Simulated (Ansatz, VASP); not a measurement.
**Two plane-wave programs on SiO2**

```
Si O
1.0
     1.77264    1.02343    5.01639
    -1.77264    1.02343    5.01639
     0.00000   -2.04687    5.01639
Si O
2 4
Direct
  0.10800 0.10800 0.10800
  0.89200 0.89200 0.89200
  0.77475 0.77475 0.77475
  0.50000 0.50000 0.50000
  0.22525 0.22525 0.22525
  0.00000 0.00000 0.00000
```

Change from the starting cell: ordered vacancies on the cation sites of caesium chloride (R-3m, No. 166).

Alike in both runs: functional PBE; k mesh 6 × 6 × 6; occupations gaussian, width 0.1 eV; collinear spin.

Ansatz relaxed the structure, and its values are those at the end. VASP's run is a single point on that final structure, the one shown.

|  | VASP | Ansatz |
| --- | --- | --- |
| version | VASP 6.6.1 | Ansatz 0.2.0 |
| potentials or method | VASP PAW PBE potentials, release 64 (Si, O), cutoff 520 eV | scalar-relativistic, plane waves, PAW |
| valence electrons in the cell | 32 | 32 |

|  | VASP | Ansatz | Ansatz less VASP |
| --- | --- | --- | --- |
| gap on the k mesh at the Fermi level (eV) | 1.70 | 1.70 | +0.004 |
| least direct gap on the mesh (eV) | 2.92 | 2.92 | +0.010 |
| pressure (GPa) | 0.4 | 0.1 | -0.25 |
| rms of the force components (eV/Å) | 0.025 | 0.004 | -0.0215 |
| net moment per atom (μB) | 0.00 | 0.00 | 0.000 |

The functional is the same, so the differences come from potentials, cutoffs and numerics. Ansatz's warnings: filled band counts differ across k points, seeded moment not kept.
